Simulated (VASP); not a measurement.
A run of VASP 6.6.1:

File INCAR:

```
PREC     = Accurate       # precision mode
ENCUT    = 520            # plane-wave cutoff, eV
EDIFF    = 1E-6           # SCF threshold, eV
ISMEAR   = 0              # smearing method
SIGMA    = 0.02           # smearing width, eV
LREAL    = False          # projectors in reciprocal space
LASPH    = True           # aspherical terms in the spheres
NELM     = 100            # most SCF steps
ALGO     = Normal         # electronic algorithm
ISIF     = 2              # what is computed and relaxed
LWAVE    = False          # write WAVECAR
LCHARG   = False          # write CHGCAR
GGA      = PE             # functional
NBANDS   = 14             # bands
```

The input KPOINTS:

```
Automatic mesh
0
Gamma
  10 10 10
```

File POSCAR:

```
NaF
1.0
    0.0000000000      2.0417086766      2.0417086766
    2.0417086766      0.0000000000      2.0417086766
    2.0417086766      2.0417086766      0.0000000000
Na F
1 1
Direct
    0.0000000000      0.0000000000      0.0000000000
    0.5000000000      0.5000000000      0.5000000000
```

Potentials or basis: VASP PAW PBE potentials, release 64 (Na_pv, F).

Launch:

```sh
$ cat potpaw_PBE.64/Na_pv/POTCAR potpaw_PBE.64/F/POTCAR > POTCAR
$ mpirun -np 1 vasp_std > vasp.out
```

Hardware: 1 thread of Intel(R) Xeon(R) Platinum 8488C (Sapphire Rapids) (shared host).

**Question.** Estimate the wall time of this run.

**Answer.** It took 7.4 s on 1 thread of Intel(R) Xeon(R) Platinum 8488C (Sapphire Rapids) (shared host), peak memory 0.13 GiB. Counts: scf iterations 12, k points 47.
